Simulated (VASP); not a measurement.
Input of a VASP 6.6.1 run:

Contents of INCAR:

```
PREC = Accurate
ENCUT = 520
EDIFF = 1E-7
ISMEAR = 0
SIGMA = 0.15
LREAL = False
LASPH = True
NELM = 80
ALGO = Normal
ISIF = 2
LWAVE = False
LCHARG = True
GGA = PS
LELF = True
LVHAR = True
NBANDS = 16
```

Contents of KPOINTS:

```
Automatic mesh
0
Gamma
  18 18 16
```

Contents of POSCAR:

```
TiO
1.0
    2.9280000000      0.0000000000      0.0000000000
   -1.4640000000      2.5357223823      0.0000000000
    0.0000000000      0.0000000000      2.9055000000
Ti O
1 1
Direct
    0.6666666667      0.3333333333      0.0000000000
    0.0000000000      0.0000000000      0.5000000000
```

Potentials or basis: VASP PAW PBE potentials, release 64 (Ti_sv, O).

Run with:

```bash
$ cat potpaw_PBE.64/Ti_sv/POTCAR potpaw_PBE.64/O/POTCAR > POTCAR
$ mpirun -np 1 vasp_std > vasp.out
```

What does it give for the band gap on the k mesh?

Zero (band 9 reaches 9.88 eV, above the bottom of band 10 at 9.82 eV).

Predict the pressure.

-25.5 GPa.

Stress tensor (GPa, compression positive):
```
-25.59   0.00   0.00
  0.00 -25.59   0.00
  0.00   0.00 -25.38
```

Caveat: the PAW data sets were made with another functional, which shifts forces and pressure a little; semilocal functionals often make such compounds metallic where correlation or magnetic order opens a gap, which also shifts bond lengths.
